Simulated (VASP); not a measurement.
# BN in VASP: further runs, part 2 of 2

VASP 6.6.1. The steps go on from the part before.

### Step 5. Single point, PBE+D3(BJ)

Input file INCAR:

```
PREC = Accurate ; ENCUT = 520
EDIFF = 1E-6 ; ISMEAR = 0
SIGMA = 0.02 ; LREAL = F
LASPH = T ; NELM = 60
ALGO = Normal ; ISIF = 2
LWAVE = F ; LCHARG = T
LDIPOL = T ; IDIPOL = 3
DIPOL = 0.5 0.5 0.500 ; GGA = PE
IVDW = 12 ; LELF = T
LVHAR = T ; LVACPOTAV = T
NBANDS = 11
```

Input file KPOINTS:

```
Automatic mesh
0
Gamma
  12 12 1
```

Input file POSCAR:

```
BN
1.0
    2.6090000000      0.0000000000      0.0000000000
   -1.3045000000      2.2594602785      0.0000000000
    0.0000000000      0.0000000000     26.0000000000
B N
1 1
Direct
    0.0000000000      0.0000000000      0.5137307692
    0.6666666667      0.3333333333      0.4862692308
```

Potentials or basis: VASP PAW PBE potentials, release 64 (B, N).

Launch:

```
$ cat potpaw_PBE.64/B/POTCAR potpaw_PBE.64/N/POTCAR > POTCAR
$ mpirun -np 1 vasp_std > vasp.out
```

OUTCAR:

```text
PREC = Accurate
   ENCUT = 520
   EDIFF = 1E-6
   ISMEAR = 0
   LREAL = F
   LASPH = T
   NELM = 60
   ISIF = 2
   GGA = PE
   IVDW = 12
 IVDW          = 12

 ion  position               nearest neighbor table
   1  0.000  0.000  0.514-   2 1.67   2 1.67   2 1.67
   2  0.667  0.333  0.486-   1 1.67   1 1.67   1 1.67

  LATTYP: Found a hexagonal cell.
 ALAT       =     2.6090000000
 C/A-ratio  =     9.9655040245

  Lattice vectors:

 A1 = (   2.6090000000,   0.0000000000,   0.0000000000)
 A2 = (  -1.3045000000,   2.2594602785,   0.0000000000)
 A3 = (   0.0000000000,   0.0000000000,  26.0000000000)

Analysis of symmetry for initial positions (statically):
=====================================================================
 Subroutine PRICEL returns:
 Original cell was already a primitive cell.

 Routine SETGRP: Setting up the symmetry group for a
 hexagonal supercell.

 Subroutine GETGRP returns: Found  6 space group operations
 (whereof  6 operations were pure point group operations)
 out of a pool of 24 trial point group operations.

The static configuration has the point symmetry C_3v.

Analysis of symmetry for dynamics (positions and initial velocities):
=====================================================================
 Subroutine PRICEL returns:
 Original cell was already a primitive cell.

 Routine SETGRP: Setting up the symmetry group for a
 hexagonal supercell.

 Subroutine GETGRP returns: Found  6 space group operations
 (whereof  6 operations were pure point group operations)
 out of a pool of 24 trial point group operations.

The dynamic configuration has the point symmetry C_3v.

 Subroutine INISYM returns: Found  6 space group operations
 (whereof  6 operations are pure point group operations),
 and found     1 'primitive' translations

[... 117 lines left out ...]
   LEPSILON=     F    determine dielectric tensor
   LRPA    =     F    only Hartree local field effects (RPA)
 non-spin polarized calculation
 Gauss-broadening in eV      SIGMA  =   0.02
  energy-cutoff  :      520.00
  volume of cell :      153.27
 maximum number of plane-waves:      4191
 NGX is ok and might be reduce to    20
   NGX =  9   NGY =  9   NGZ = 97

 number of electron       8.0000000 magnetization

 dipolmoment           0.000000      0.000000     -0.107090 electrons x Angstroem

 Free energy of the ion-electron system (eV)
  ---------------------------------------------------
  ext. energy  EPLUGINS =         0.00000000
  ---------------------------------------------------
  free energy    TOTEN  =       -13.85798681 eV

  energy without entropy =      -13.85798681  energy(sigma->0) =      -13.85798681

 E-fermi :  -3.7163     XC(G=0):  -1.7394

 val. band max:       -3.8859949639   @ k =   0.0000   0.0000   0.0000
 cond. band min:      -3.4475703397   @ k =   0.0000   0.0000   0.0000
 fundamental gap:      0.4384246241
 Fermi energy:        -3.7162867105

 k-point     1 :       0.0000    0.0000    0.0000
  band No.  band energies     occupation
      1     -20.7332      2.00000
      2      -9.8222      2.00000
      3      -3.8860      2.00000
      4      -3.8860      2.00000
      5      -3.4476      0.00000
      6      -0.6298      0.00000
      7      -0.0689      0.00000
      8       1.0144      0.00000
      9       2.2953      0.00000
     10       2.6741      0.00000
     11       3.1275      0.00000
[... 239 lines left out ...]
 k-point    19 :       0.3333    0.3333    0.0000
  band No.  band energies     occupation
      1     -17.1974      2.00000
      2     -10.4883      2.00000
      3      -9.8556      2.00000
      4      -5.4771      2.00000
      5      -2.4404      0.00000
      6       2.3567      0.00000
      7       5.3789      0.00000
      8       8.6406      0.00000
      9       8.6781      0.00000
     10       9.0107      0.00000
     11       9.5034      0.00000

------------------------ aborting loop because EDIFF is reached ----------------------------------------

 Edisp (eV)   -0.14031

 E8    (eV) :    -0.0450

  FORCE on cell =-STRESS in cart. coord.  units (eV):
  Direction    XX          YY          ZZ          XY          YZ          ZX
  --------------------------------------------------------------------------------------
  -------------------------------------------------------------------------------------
  Total      -2.56675    -2.56675    -6.87015     0.00000    -0.00000    -0.00000
  in kB     -26.83129   -26.83129   -71.81658     0.00000    -0.00000    -0.00000
  external pressure =      -41.83 kB  Pullay stress =        0.00 kB

 VOLUME and BASIS-vectors are now :
 -----------------------------------------------------------------------------
  energy-cutoff  :      520.00
  volume of cell :      153.27
      direct lattice vectors                 reciprocal lattice vectors
     2.609000000  0.000000000  0.000000000     0.383288616  0.221291786  0.000000000
    -1.304500000  2.259460279  0.000000000     0.000000000  0.442583572  0.000000000
     0.000000000  0.000000000 26.000000000     0.000000000  0.000000000  0.038461538

 POSITION                                       TOTAL-FORCE (eV/Angst)
 -----------------------------------------------------------------------------------
      0.00000      0.00000     13.35700         0.000000      0.000000     -9.609142
      1.30450      0.75315     12.64300        -0.000000     -0.000000      9.609142
 -----------------------------------------------------------------------------------
    total drift:                                0.000000      0.000000     -0.000033

  FREE ENERGIE OF THE ION-ELECTRON SYSTEM (eV)
  ---------------------------------------------------
  free  energy   TOTEN  =       -13.9983008821 eV

  energy  without entropy=      -13.9983008821  energy(sigma->0) =      -13.99830088

 vacuum level on the upper side and lower side of the slab        -0.649         2.639
```

Run time: 38 s. Hardware: 1 thread of Intel Xeon Platinum 8375C at 2.90GHz (Ice Lake), shared host; peak memory 0.27 GiB.

Results:

```yaml
Free_energy: -13.9983 eV
Largest_force: 9.609 eV/Å
Band_gap_on_the_k_mesh: 0.44 eV, direct
Dispersion_energy_per_atom: -0.070 eV
```

Forces on the atoms (eV/Å):
```
B    0.000  0.000 -9.609
N    0.000  0.000  9.609
```

### Step 6. Single point, PBE+D3(BJ)

Input file INCAR:

```
PREC = Accurate ; ENCUT = 520
EDIFF = 1E-6 ; ISMEAR = 0
SIGMA = 0.02 ; LREAL = F
LASPH = T ; NELM = 60
ALGO = Normal ; ISIF = 2
LWAVE = F ; LCHARG = F
LDIPOL = T ; IDIPOL = 3
DIPOL = 0.5 0.5 0.500 ; GGA = PE
IVDW = 12 ; NBANDS = 11
```

Input file KPOINTS:

```
regular mesh
0
Gamma
  12 12 1
```

Input file POSCAR:

```
BN
1.0
    2.6090000000      0.0000000000      0.0000000000
   -1.3045000000      2.2594602785      0.0000000000
    0.0000000000      0.0000000000     26.0000000000
B N
1 1
Direct
    0.0000000000      0.0000000000      0.5192307692
    0.6666666667      0.3333333333      0.4807692308
```

Potentials or basis: VASP PAW PBE potentials, release 64 (B, N).

Launch:

```
$ cat potpaw_PBE.64/B/POTCAR potpaw_PBE.64/N/POTCAR > POTCAR
$ mpirun -np 1 vasp_std > vasp.out
```

Wall time 88 s (1 thread of Intel Xeon Platinum 8259CL at 2.50GHz (Skylake/Cascade Lake), shared host); peak memory 0.27 GiB.

Results (log left out):

```
Free energy                : -11.3341 eV
Largest force              : 8.142 eV/Å
Band gap on the k mesh     : zero (band 4 reaches -3.79 eV, above the bottom of band 5 at -4.75 eV)
Dispersion energy per atom : -0.076 eV
```

Forces in eV/Å, atoms in the order of the input:
```
B    0.000  0.000 -8.142
N    0.000  0.000  8.142
```

Levels at points of the mesh, in eV from the Fermi level:
```
           k point  band 1  band 2  band 3  band 4  band 5  band 6  band 7  band 8
(0.00, 0.00, 0.00)  -16.22   -6.42   -0.71    0.95    0.95    4.16    4.97    6.00
(0.50, 0.00, 0.00)  -13.15   -7.03   -2.66   -1.11    0.19    4.40    8.43    8.59
```
